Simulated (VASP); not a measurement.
**CdSe: single point with PBEsol**

Crystal: CdSe.

```
Cd Se
1.0
     0.00000    2.98729    2.98729
     2.98729    0.00000    2.98729
     2.76106    2.76106    0.22624
Cd Se
1 1
Direct
  0.00000 0.00000 0.00000
  0.75000 0.75000 0.75000
```

```json
{
  "Program": "VASP 6.6.1",
  "Task": "single point",
  "Functional": "PBEsol",
  "Potentials or basis": "VASP PAW PBE potentials, release 64 (Cd, Se)",
  "Cutoff": "520 eV",
  "k mesh": "10 × 10 × 10",
  "Occupations": "gaussian, width 0.05 eV",
  "Spin": "no spin polarisation"
}
```

| Item | Value |
| --- | --- |
| Pressure | 16.7 GPa |
| Largest force | 2.713 eV/Å |
| Band gap on the k mesh | 0.63 eV, direct |

Forces in eV/Å, atoms in the order of the input:
```
Cd  -1.567 -1.567  1.567
Se   1.567  1.567 -1.567
```

Stress tensor (GPa, compression positive):
```
16.72  8.60 -8.60
 8.60 16.72 -8.60
-8.60 -8.60 16.72
```

Levels at points of the mesh, in eV from the valence-band top:
| k point | band 5 | band 6 | band 7 | band 8 | band 9 | band 10 | band 11 | band 12 | band 13 | band 14 |
| --- | --- | --- | --- | --- | --- | --- | --- | --- | --- | --- |
| (0.00, 0.00, 0.00) | -8.31 | -8.31 | -0.29 | -0.29 | 0.00 | 0.63 | 5.07 | 5.07 | 7.13 | 10.21 |
| (0.50, 0.00, 0.00) | -8.27 | -7.90 | -5.75 | -1.06 | -0.93 | 2.47 | 5.91 | 6.88 | 7.51 | 10.39 |
| (0.50, 0.50, 0.00) | -8.23 | -7.77 | -5.15 | -3.13 | -2.21 | 2.26 | 3.82 | 9.16 | 10.69 | 11.66 |
| (0.00, 0.00, 0.50) | -8.28 | -7.75 | -5.74 | -1.72 | -1.72 | 1.74 | 5.59 | 5.59 | 7.44 | 10.68 |

Wall time 29 s on 1 thread of Intel(R) Xeon(R) 6975P-C (Granite Rapids), on a shared host, peak memory 0.24 GiB.

Caveat: the PAW data sets were made with another functional, which shifts forces and pressure a little.
